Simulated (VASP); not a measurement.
# GaP (I-4m2) in VASP: notebook, part 2 of 2

VASP 6.6.1.

## 6. Single point, PBE

This run uses another cell than the first one, of the same volume but with other edges.

INCAR

```
SYSTEM = GaP
PREC = Accurate
ENCUT = 520
EDIFF = 1E-6
ISMEAR = 0
SIGMA = 0.05
LREAL = .False.
LASPH = .True.
NELM = 80
ALGO = Normal
ISIF = 2
LWAVE = .False.
LCHARG = .False.
GGA = PE
NBANDS = 16
```

KPOINTS

```
Automatic mesh
0
Gamma
  10 10 10
  0 0 0
```

POSCAR

```
GaP
1.0
    0.0000000000      2.3807251615      3.5710877423
    2.3807251615      0.0000000000      3.5710877423
    2.3807251615      2.3807251615      0.0000000000
Ga P
1 1
Direct
    0.0000000000      0.0000000000      0.0000000000
    0.7500000000      0.7500000000      0.7500000000
```

Potentials or basis: VASP PAW PBE potentials, release 64 (Ga_d, P).

Launch:

```bash
> cat potpaw_PBE.64/Ga_d/POTCAR potpaw_PBE.64/P/POTCAR > POTCAR
> mpirun -np 1 vasp_std > vasp.out
```

OUTCAR:

```text
SYSTEM = GaP
   PREC = Accurate
   ENCUT = 520
   EDIFF = 1E-6
   ISMEAR = 0
   LREAL = .False.
   LASPH = .True.
   NELM = 80
   ISIF = 2
   GGA = PE

 ion  position               nearest neighbor table
   1  0.000  0.000  0.000-   2 2.45   2 2.45   2 2.45   2 2.45
   2  0.750  0.750  0.750-   1 2.45   1 2.45   1 2.45   1 2.45

  LATTYP: Found a body centered tetragonal cell.
 ALAT       =     3.3668538117
 C/A-ratio  =     2.1213203436

  Lattice vectors:

 A1 = (  -2.3807251615,   0.0000000000,   3.5710877423)
 A2 = (   2.3807251615,   0.0000000000,   3.5710877423)
 A3 = (   0.0000000000,   2.3807251615,  -3.5710877423)

Analysis of symmetry for initial positions (statically):
=====================================================================
 Subroutine PRICEL returns:
 Original cell was already a primitive cell.

 Routine SETGRP: Setting up the symmetry group for a
 body centered tetragonal supercell.

 Subroutine GETGRP returns: Found  8 space group operations
 (whereof  8 operations were pure point group operations)
 out of a pool of 16 trial point group operations.

The static configuration has the point symmetry D_2d.

Analysis of symmetry for dynamics (positions and initial velocities):
=====================================================================
 Subroutine PRICEL returns:
 Original cell was already a primitive cell.

 Routine SETGRP: Setting up the symmetry group for a
 body centered tetragonal supercell.

 Subroutine GETGRP returns: Found  8 space group operations
 (whereof  8 operations were pure point group operations)
 out of a pool of 16 trial point group operations.

The dynamic configuration has the point symmetry D_2d.

 Subroutine INISYM returns: Found  8 space group operations
[... 98 lines left out ...]
   LREAL  =      F    real-space projection
[... 7 lines left out ...]
   TEBEG  =    0.0;   TEEND  =   0.0 temperature during run
   PSTRESS=    0.0 pullay stress
   NELECT =      18.0000    total number of electrons
   NUPDOWN=      -1.0000    fix difference up-down
   EMIN   =  10.00;   EMAX   =-10.00  energy-range for DOS
   EFERMI =   0.00;   METHOD = LEGACY
   ISMEAR =     0;   SIGMA  =   0.05  broadening in eV -4-tet -1-fermi 0-gaus
   EFERMI_NEDOS =   21; number of points for ismear=-14 and -15
   IALGO  =     38    algorithm
   IMIX   =      4    mixing-type and parameters
     AMIX     =   0.40;   BMIX     =  1.00
     AMIX_MAG =   1.60;   BMIX_MAG =  1.00
  volume/ion in A,a.u.               =      20.24       136.59
  Fermi-wavevector in a.u.,A,eV,Ry     =   1.249538  2.361284 21.243377  1.561344
  Thomas-Fermi vector in A             =   2.383574
   LORBIT       =      0    0 simple, 1 ext, 2 COOP (PROOUT), +10 PAW based schemes
   GGA     = PE    functional components
   LHFCALC =     F    Hartree Fock is set to
   AEXX    =    0.0000 exact exchange contribution
   IVDW    =     0    specifies the selected vdW correction
   LEPSILON=     F    determine dielectric tensor
   LRPA    =     F    only Hartree local field effects (RPA)
 non-spin polarized calculation
 Gauss-broadening in eV      SIGMA  =   0.05
  energy-cutoff  :      520.00
  volume of cell :       40.48
 maximum number of plane-waves:      1106
   NGX = 15   NGY = 15   NGZ = 13

 number of electron      17.9999999 magnetization

 Free energy of the ion-electron system (eV)
  ---------------------------------------------------
  ext. energy  EPLUGINS =         0.00000000
  ---------------------------------------------------
  free energy    TOTEN  =        -7.87979759 eV

  energy without entropy =       -7.87871559  energy(sigma->0) =       -7.87925659

 E-fermi :   5.4492     XC(G=0): -10.0188

 val. band max:        5.4332845797   @ k =   0.3000   0.1000   0.0000
 cond. band min:       5.4867470748   @ k =   0.4000   0.0000   0.4000
 fundamental gap:      0.0534624951
 Fermi energy:         5.4491899639

 k-point     1 :       0.0000    0.0000    0.0000
  band No.  band energies     occupation
      1     -10.0179      2.00000
      2      -9.8908      2.00000
      3      -9.8870      2.00000
      4      -9.8870      2.00000
      5      -9.8754      2.00000
      6      -7.6011      2.00000
[... 433 lines left out ...]
      3      -9.8767      2.00000
      4      -9.8697      2.00000
      5      -9.8576      2.00000
      6      -6.3864      2.00000
[... 8 lines left out ...]
     15      16.1528      0.00000
     16      18.2940      0.00000

 [... further k-points ...]
[... 5 lines left out ...]
  --------------------------------------------------------------------------------------
  -------------------------------------------------------------------------------------
  Total        2.5523978      2.5523978     -4.2513188      0.0000000      0.0000000      0.0000000
  in kB      101.0205916    101.0205916   -168.2616779      0.0000000      0.0000000      0.0000000
  external PRESSURE =      11.2598351 kB  Pullay stress =       0.0000000 kB

 VOLUME and BASIS-vectors are now :
 -----------------------------------------------------------------------------
  energy-cutoff  :      520.00
  volume of cell :       40.48
      direct lattice vectors                 reciprocal lattice vectors
     0.000000000  2.380725162  3.571087742    -0.210020043  0.210020043  0.140013362
     2.380725162  0.000000000  3.571087742     0.210020043 -0.210020043  0.140013362
     2.380725162  2.380725162  0.000000000     0.210020043  0.210020043 -0.140013362

 POSITION                                       TOTAL-FORCE (eV/Angst)
 -----------------------------------------------------------------------------------
      0.00000      0.00000      0.00000        -0.000000     -0.000000     -0.000000
      3.57109      3.57109      5.35663         0.000000      0.000000      0.000000
 -----------------------------------------------------------------------------------
    total drift:                                0.000000      0.000000     -0.000003

  FREE ENERGIE OF THE ION-ELECTRON SYSTEM (eV)
  ---------------------------------------------------
  free  energy   TOTEN  =        -7.8797975862 eV

  energy  without entropy=       -7.8787155905  energy(sigma->0) =       -7.87925659
```

stdout:

```text
POSCAR found type information on POSCAR GaP
 POSCAR found :  2 types and       2 ions
 scaLAPACK will be used
 LDA part: xc-table for (Slater+PW92), standard interpolation
 POSCAR, INCAR and KPOINTS ok, starting setup
 FFT: planning ... GRIDC
 FFT: planning ... GRID_SOFT
 FFT: planning ... GRID
 WAVECAR not read
 entering main loop
```

Run time: 22 s. Hardware: 1 thread of Intel Xeon 6975P-C (Granite Rapids), shared host; peak memory 0.21 GiB.

Results:

- Free energy: -7.8798 eV
- Pressure: 1.1 GPa
- Band gap on the k mesh: zero (band 9 reaches 6.04 eV, above the bottom of band 10 at 5.03 eV)

Levels at points of the mesh, in eV from the Fermi level:
```csv
k point,band 6,band 7,band 8,band 9,band 10,band 11,band 12,band 13
"(0.00, 0.00, 0.00)",-13.05,-3.13,-1.28,0.42,0.42,3.94,3.94,4.56
"(0.50, 0.00, 0.00)",-10.90,-7.14,-3.47,-1.27,0.40,5.49,5.99,6.68
"(0.50, 0.50, 0.00)",-11.36,-8.91,-1.04,-1.04,3.41,3.70,7.01,9.16
"(0.50, 0.00, 0.50)",-9.43,-6.20,-3.86,-3.59,0.07,0.26,5.86,6.05
```

## 7. Single point, PBE

This run uses another cell than the first one, of the same volume but with other edges.

INCAR

```
SYSTEM = GaP
PREC     = Accurate       ! precision mode
ENCUT    = 520            ! plane-wave cutoff, eV
EDIFF    = 1E-6           ! SCF threshold, eV
ISMEAR   = 0              ! smearing method
SIGMA    = 0.05           ! smearing width, eV
LREAL    = .False.        ! projectors in reciprocal space
LASPH    = .True.         ! aspherical terms in the spheres
NELM     = 60             ! most SCF steps
ALGO     = Normal         ! electronic algorithm
ISIF     = 2              ! what is computed and relaxed
LWAVE    = .False.        ! write WAVECAR
LCHARG   = .True.         ! write CHGCAR
GGA      = PE             ! functional
LELF     = .True.         ! ELF
LVHAR    = .True.       
NBANDS   = 16             ! bands
```

KPOINTS is that of step 6.

POSCAR

```
GaP
1.0
    0.0000000000      2.7625868314      2.6520833581
    2.7625868314      0.0000000000      2.6520833581
    2.7625868314      2.7625868314      0.0000000000
Ga P
1 1
Direct
    0.0000000000      0.0000000000      0.0000000000
    0.7500000000      0.7500000000      0.7500000000
```

Launch:

```bash
> cat potpaw_PBE.64/Ga_d/POTCAR potpaw_PBE.64/P/POTCAR > POTCAR
> mpirun -np 1 vasp_std > vasp.out
```

Run time: 23 s. Hardware: 1 thread of Intel Xeon 6975P-C (Granite Rapids), shared host; peak memory 0.2 GiB.

Results (log left out):

| Quantity | Value |
| --- | --- |
| Free energy | -9.1084 eV |
| Pressure | 2.4 GPa |
| Band gap on the k mesh | 1.22 eV, indirect (least direct gap 1.67 eV) |

Stress tensor (GPa, compression positive):
```
1.46 0.00 0.00
0.00 1.46 0.00
0.00 0.00 4.23
```

Levels at points of the mesh, in eV from the valence-band top:
```
           k point  band 6  band 7  band 8  band 9  band 10  band 11  band 12  band 13
(0.00, 0.00, 0.00)  -12.63   -0.21   -0.21    0.00     1.67     3.70     3.79     3.79
(0.50, 0.00, 0.00)  -10.56   -6.77   -1.42   -1.10     1.50     4.43     4.78     8.16
(0.50, 0.50, 0.00)   -9.55   -6.71   -3.00   -3.00     1.33     1.42    10.43    10.43
(0.50, 0.00, 0.50)   -9.73   -6.98   -2.74   -2.71     1.61     1.81    10.35    10.36
```

## 8. The runs side by side

| cell | gap on the mesh (eV) | pressure (GPa) |
| --- | --- | --- |
| a = 4.095, b = 4.095, c = 3.531 Å, angles 64.5, 64.5, 51.1°, 2 atoms | none | 1.8 |
| a = 3.808, b = 3.808, c = 3.963 Å, angles 58.6, 58.6, 62.7°, 2 atoms | 0.84 | 2.3 |
| a = 3.925, b = 3.925, c = 3.734 Å, angles 61.6, 61.6, 56.8°, 2 atoms | 1.14 | 2.3 |
| a = 3.752, b = 3.752, c = 4.449 Å, angles 53.6, 53.6, 72.7°, 2 atoms | none | -2.4 |
| a = 4.292, b = 4.292, c = 3.367 Å, angles 66.9, 66.9, 46.2°, 2 atoms | none | 1.1 |
| a = 3.830, b = 3.830, c = 3.907 Å, angles 59.3, 59.3, 61.3°, 2 atoms | 1.22 | 2.4 |

Alike in all rows: task single point; level PBE; potentials or basis VASP PAW PBE potentials, release 64 (Ga_d, P); no spin polarisation; k mesh 10 × 10 × 10; cutoff (eV) 520; smearing gaussian 0.05 eV.

Absolute energies hang on the potentials; compare differences alone.
